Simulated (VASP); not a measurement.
# Ru (P6_3/mmc) in VASP: a series of runs

Ru is run at these levels: PBE; tasks: single point.

Everything below comes from runs of VASP 6.6.1. Logs are shortened: lines on timing, memory, paths and dates and some standing lists are left out, and cuts for length are marked.

## (1) The cell of the first run

Symmetry: P6_3/mmc, No. 194, hexagonal system. Conventional cell: a = 2.490 Å, b = 2.490 Å, c = 4.718 Å, α = 90.00°, β = 90.00°, γ = 120.00°. Within 3.3 Å of Ru (site symmetry -6m2) lie 12 Ru at 2.49 to 2.76 Å.

## (2) Single point, PBE (12.66 Å³/atom)

Contents of INCAR:

```
PREC = Accurate ; ENCUT = 520
EDIFF = 1E-6 ; ISMEAR = 0
SIGMA = 0.15 ; LREAL = False
LASPH = True ; NELM = 60
ALGO = Fast ; ISIF = 2
LWAVE = False ; LCHARG = False
GGA = PE ; NBANDS = 21
```

Contents of KPOINTS:

```
regular mesh
0
Gamma
  21 21 12
```

Contents of POSCAR:

```
Ru
1.0
    2.4895633420      0.0000000000      0.0000000000
   -1.2447816710      2.1560250985      0.0000000000
    0.0000000000      0.0000000000      4.7179714894
Ru
2
Direct
    0.3333333333      0.6666666667      0.2500000000
    0.6666666667      0.3333333333      0.7500000000
```

Potentials or basis: VASP PAW PBE potentials, release 64 (Ru_pv).

Run with:

```bash
> cat potpaw_PBE.64/Ru_pv/POTCAR > POTCAR
> mpirun -np 1 vasp_std > vasp.out
```

OUTCAR:

```text
PREC = Accurate
   ENCUT = 520
   EDIFF = 1E-6
   ISMEAR = 0
   LREAL = False
   LASPH = True
   NELM = 60
   ISIF = 2
   GGA = PE

 ion  position               nearest neighbor table
   1  0.333  0.667  0.250-   2 2.76   2 2.76   2 2.76   2 2.76   2 2.76   2 2.76
   2  0.667  0.333  0.750-   1 2.76   1 2.76   1 2.76   1 2.76   1 2.76   1 2.76

  LATTYP: Found a hexagonal cell.
 ALAT       =     2.4895633420
 C/A-ratio  =     1.8951000000

  Lattice vectors:

 A1 = (   2.4895633420,   0.0000000000,   0.0000000000)
 A2 = (  -1.2447816710,   2.1560250985,   0.0000000000)
 A3 = (   0.0000000000,   0.0000000000,   4.7179714894)

Analysis of symmetry for initial positions (statically):
=====================================================================
 Subroutine PRICEL returns:
 Original cell was already a primitive cell.

 Routine SETGRP: Setting up the symmetry group for a
 hexagonal supercell.

 Subroutine GETGRP returns: Found 24 space group operations
 (whereof 12 operations were pure point group operations)
 out of a pool of 24 trial point group operations.

The static configuration has the point symmetry D_3d.
 The point group associated with its full space group is D_6h.

Analysis of symmetry for dynamics (positions and initial velocities):
=====================================================================
 Subroutine PRICEL returns:
 Original cell was already a primitive cell.

 Routine SETGRP: Setting up the symmetry group for a
 hexagonal supercell.

 Subroutine GETGRP returns: Found 24 space group operations
 (whereof 12 operations were pure point group operations)
 out of a pool of 24 trial point group operations.

The dynamic configuration has the point symmetry D_3d.
 The point group associated with its full space group is D_6h.

 Subroutine INISYM returns: Found 24 space group operations
 (whereof 12 operations are pure point group operations),
 and found     1 'primitive' translations

----------------------------------------------------------------------------------------

                                     Primitive cell

  volume of cell :      25.3240

  direct lattice vectors                    reciprocal lattice vectors
     2.489563342  0.000000000  0.000000000     0.401676866  0.231908246  0.000000000
    -1.244781671  2.156025098  0.000000000     0.000000000  0.463816493  0.000000000
     0.000000000  0.000000000  4.717971489     0.000000000  0.000000000  0.211955499

  length of vectors
     2.489563342  2.489563342  4.717971489     0.463816493  0.463816493  0.211955499

  position of ions in fractional coordinates (direct lattice)
     0.333333333  0.666666667  0.250000000
     0.666666667  0.333333333  0.750000000

  ion indices of the primitive-cell ions
   primitive index   ion index
                 1           1
                 2           2

----------------------------------------------------------------------------------------

 KPOINTS: regular mesh

Automatic generation of k-mesh.
 Grid dimensions read from file:
 generate k-points for:   21   21   12

 Generating k-lattice:

  Cartesian coordinates                     Fractional coordinates (reciprocal lattice)
     0.019127470  0.011043250  0.000000000     0.047619048  0.000000000  0.000000000
     0.000000000  0.022086500  0.000000000     0.000000000  0.047619048  0.000000000
     0.000000000  0.000000000  0.017662958     0.000000000  0.000000000  0.083333333

  Length of vectors
     0.022086500  0.022086500  0.017662958

  Shift w.r.t. Gamma in fractional coordinates (k-lattice)
     0.000000000  0.000000000  0.000000000

 Subroutine IBZKPT returns following result:
 ===========================================

 Found    336 irreducible k-points:

 Following reciprocal coordinates:
            Coordinates               Weight
  0.000000  0.000000  0.000000      1.000000
  0.047619  0.000000  0.000000      6.000000
  0.095238  0.000000  0.000000      6.000000
  0.142857  0.000000  0.000000      6.000000
  0.190476  0.000000  0.000000      6.000000
  0.238095  0.000000  0.000000      6.000000
[... 16 lines left out ...]
  0.142857  0.095238  0.000000     12.000000
  0.190476  0.095238  0.000000     12.000000
 [... further k-points ...]
   k-points           NKPTS =    336   k-points in BZ     NKDIM =    336   number of bands    NBANDS=     21
   number of dos      NEDOS =    301   number of ions     NIONS =      2
   total plane-waves  NPLWV =  14400
   dimension x,y,z NGX =    20 NGY =   20 NGZ =   36
   dimension x,y,z NGXF=    40 NGYF=   40 NGZF=   72
   ions per type =               2
   NGX,Y,Z   is equivalent  to a cutoff of  13.36, 13.36, 12.69 a.u.
   NGXF,Y,Z  is equivalent  to a cutoff of  26.71, 26.71, 25.37 a.u.
 SYSTEM =  unknown system
   PREC   = accura    normal or accurate (medium, high low for compatibility)
   ISTART =      0    job   : 0-new  1-cont  2-samecut
   ICHARG =      2    charge: 1-file 2-atom 10-const
   ISPIN  =      1    spin polarized calculation?
   LNONCOLLINEAR =      F non collinear calculations
   LSORBIT =      F    spin-orbit coupling
   LASPH  =      T    aspherical Exc in radial PAW
   ENCUT  =  520.0 eV  38.22 Ry    6.18 a.u.   4.63  4.63  8.77*2*pi/ulx,y,z
   NELM   =     60;   NELMIN=  2; NELMDL= -5     # of ELM steps
   EDIFF  = 0.1E-05   stopping-criterion for ELM
   LREAL  =      F    real-space projection
[... 7 lines left out ...]
   TEBEG  =    0.0;   TEEND  =   0.0 temperature during run
   PSTRESS=    0.0 pullay stress
   NELECT =      28.0000    total number of electrons
   NUPDOWN=      -1.0000    fix difference up-down
   EMIN   =  10.00;   EMAX   =-10.00  energy-range for DOS
   EFERMI =   0.00;   METHOD = LEGACY
   ISMEAR =     0;   SIGMA  =   0.15  broadening in eV -4-tet -1-fermi 0-gaus
   EFERMI_NEDOS =   21; number of points for ismear=-14 and -15
   IALGO  =     68    algorithm
   IMIX   =      4    mixing-type and parameters
     AMIX     =   0.40;   BMIX     =  1.00
     AMIX_MAG =   1.60;   BMIX_MAG =  1.00
  volume/ion in A,a.u.               =      12.66        85.45
  Fermi-wavevector in a.u.,A,eV,Ry     =   1.692843  3.199010 38.990463  2.865718
  Thomas-Fermi vector in A             =   2.774356
   LORBIT       =      0    0 simple, 1 ext, 2 COOP (PROOUT), +10 PAW based schemes
   GGA     = PE    functional components
   LHFCALC =     F    Hartree Fock is set to
   AEXX    =    0.0000 exact exchange contribution
   IVDW    =     0    specifies the selected vdW correction
   LEPSILON=     F    determine dielectric tensor
   LRPA    =     F    only Hartree local field effects (RPA)
 non-spin polarized calculation
 RMM-DIIS sequential band-by-band and
 Gauss-broadening in eV      SIGMA  =   0.15
  energy-cutoff  :      520.00
  volume of cell :       25.32
 maximum number of plane-waves:       706
 NGX is ok and might be reduce to    20
   NGX =  9   NGY =  9   NGZ = 17

 number of electron      27.9999993 magnetization

 Free energy of the ion-electron system (eV)
  ---------------------------------------------------
  ext. energy  EPLUGINS =         0.00000000
  ---------------------------------------------------
  free energy    TOTEN  =       -17.26909735 eV

  energy without entropy =      -17.24495256  energy(sigma->0) =      -17.25702495

 E-fermi :  14.1938     XC(G=0): -14.5272

 val. band max:       14.1937504898   @ k =   0.3333   0.2381   0.0833
 cond. band min:      14.2001840324   @ k =   0.1905   0.0952   0.2500
 fundamental gap:      0.0064335425
 Fermi energy:        14.1937917056

 k-point     1 :       0.0000    0.0000    0.0000
  band No.  band energies     occupation
      1     -29.4607      2.00000
      2     -28.5598      2.00000
      3     -28.2555      2.00000
      4     -28.2555      2.00000
      5     -28.1827      2.00000
      6     -28.1827      2.00000
[... 13 lines left out ...]
     20      24.6363      0.00000
     21      24.6367      0.00000

 k-point     2 :       0.0476    0.0000    0.0000
  band No.  band energies     occupation
      1     -29.4508      2.00000
      2     -28.5588      2.00000
      3     -28.2933      2.00000
      4     -28.2651      2.00000
      5     -28.2208      2.00000
      6     -28.1901      2.00000
[... 13 lines left out ...]
     20      24.6362      0.00000
     21      24.6368      0.00000

 k-point     3 :       0.0952    0.0000    0.0000
  band No.  band energies     occupation
      1     -29.4217      2.00000
      2     -28.5563      2.00000
      3     -28.4030      2.00000
      4     -28.3311      2.00000
      5     -28.2929      2.00000
      6     -28.2119      2.00000
[... 13 lines left out ...]
     20      24.6362      0.00000
     21      24.6367      0.00000

 k-point     4 :       0.1429    0.0000    0.0000
  band No.  band energies     occupation
      1     -29.3751      2.00000
      2     -28.5734      2.00000
      3     -28.5533      2.00000
      4     -28.5011      2.00000
      5     -28.3359      2.00000
      6     -28.2464      2.00000
[... 13 lines left out ...]
     20      24.6361      0.00000
     21      24.6366      0.00000

 k-point     5 :       0.1905    0.0000    0.0000
  band No.  band energies     occupation
      1     -29.3138      2.00000
      2     -28.7880      2.00000
      3     -28.7129      2.00000
      4     -28.5511      2.00000
      5     -28.3897      2.00000
      6     -28.2906      2.00000
[... 13 lines left out ...]
     20      24.6360      0.00000
     21      24.6366      0.00000

 k-point     6 :       0.2381    0.0000    0.0000
  band No.  band energies     occupation
      1     -29.2414      2.00000
      2     -29.0262      2.00000
      3     -28.9455      2.00000
      4     -28.5517      2.00000
      5     -28.4492      2.00000
      6     -28.3404      2.00000
[... 13 lines left out ...]
     20      24.6360      0.00000
     21      24.6364      0.00000

 k-point     7 :       0.2857    0.0000    0.0000
  band No.  band energies     occupation
      1     -29.2660      2.00000
      2     -29.1778      2.00000
      3     -29.1624      2.00000
      4     -28.5568      2.00000
      5     -28.5092      2.00000
      6     -28.3915      2.00000
[... 13 lines left out ...]
     20      24.6359      0.00000
     21      24.6362      0.00000
[... 291 lines left out ...]
      1     -29.8303      2.00000
      2     -29.7201      2.00000
      3     -28.9184      2.00000
      4     -28.6768      2.00000
      5     -28.6139      2.00000
      6     -28.5411      2.00000
[... 13 lines left out ...]
     20      24.7187      0.00000
     21      26.3184      0.00000

 k-point    21 :       0.4762    0.0476    0.0000
  band No.  band energies     occupation
      1     -29.8637      2.00000
      2     -29.7518      2.00000
      3     -28.8988      2.00000
      4     -28.6859      2.00000
      5     -28.6223      2.00000
      6     -28.5490      2.00000
[... 13 lines left out ...]
     20      24.9433      0.00000
     21      26.6452      0.00000

 k-point    22 :       0.0952    0.0952    0.0000
  band No.  band energies     occupation
      1     -29.3482      2.00000
      2     -28.6473      2.00000
      3     -28.6031      2.00000
      4     -28.5520      2.00000
      5     -28.3573      2.00000
      6     -28.2836      2.00000
[... 13 lines left out ...]
     20      24.6361      0.00000
     21      24.6366      0.00000

 k-point    23 :       0.1429    0.0952    0.0000
  band No.  band energies     occupation
      1     -29.2886      2.00000
      2     -28.8362      2.00000
      3     -28.7961      2.00000
      4     -28.5508      2.00000
      5     -28.4188      2.00000
      6     -28.3393      2.00000
[... 13 lines left out ...]
     20      24.6361      0.00000
     21      24.6365      0.00000

 k-point    24 :       0.1905    0.0952    0.0000
  band No.  band energies     occupation
      1     -29.2182      2.00000
      2     -29.0522      2.00000
      3     -29.0012      2.00000
      4     -28.5525      2.00000
      5     -28.4909      2.00000
      6     -28.3999      2.00000
[... 13 lines left out ...]
     20      24.6360      0.00000
     21      24.6364      0.00000

 [... further k-points ...]
[... 5 lines left out ...]
  --------------------------------------------------------------------------------------
  -------------------------------------------------------------------------------------
  Total       12.3660181     12.3660181     -3.1889255     -0.0000000     -0.0000000      0.0000000
  in kB      782.3627334    782.3627334   -201.7542282     -0.0000000     -0.0000000      0.0000000
  external PRESSURE =     454.3237462 kB  Pullay stress =       0.0000000 kB

 VOLUME and BASIS-vectors are now :
 -----------------------------------------------------------------------------
  energy-cutoff  :      520.00
  volume of cell :       25.32
      direct lattice vectors                 reciprocal lattice vectors
     2.489563342  0.000000000  0.000000000     0.401676866  0.231908246  0.000000000
    -1.244781671  2.156025098  0.000000000     0.000000000  0.463816493  0.000000000
     0.000000000  0.000000000  4.717971489     0.000000000  0.000000000  0.211955499

 POSITION                                       TOTAL-FORCE (eV/Angst)
 -----------------------------------------------------------------------------------
     -0.00000      1.43735      1.17949        -0.000000     -0.000000      0.000000
      1.24478      0.71868      3.53848         0.000000      0.000000      0.000000
 -----------------------------------------------------------------------------------
    total drift:                               -0.000000      0.000000     -0.000000

  FREE ENERGIE OF THE ION-ELECTRON SYSTEM (eV)
  ---------------------------------------------------
  free  energy   TOTEN  =       -17.2690973520 eV

  energy  without entropy=      -17.2449525568  energy(sigma->0) =      -17.25702495
```

Run time: 2.5 min. Hardware: 1 thread of Intel Xeon Platinum 8259CL at 2.50GHz (Skylake/Cascade Lake), shared host; peak memory 0.25 GiB.

Results:

```
Free energy            : -17.2691 eV
Pressure               : 45.4 GPa
Band gap on the k mesh : zero (bands 14 and 15 overlap by 2.71 eV)
```

Stress tensor (GPa, compression positive):
```
 78.24   0.00   0.00
  0.00  78.24   0.00
  0.00   0.00 -20.18
```

Levels at points of the mesh, in eV from the Fermi level:
| k point | band 12 | band 13 | band 14 | band 15 | band 16 | band 17 |
| --- | --- | --- | --- | --- | --- | --- |
| (0.00, 0.00, 0.00) | -2.46 | -2.46 | -0.56 | -0.05 | -0.05 | 1.47 |
| (0.00, 0.00, 0.50) | -2.75 | -2.75 | -2.75 | 0.85 | 0.85 | 0.85 |

Caveat: the stress differs along the axes, from -20 to 78 GPa.

(Continued in part 2 of 3.)
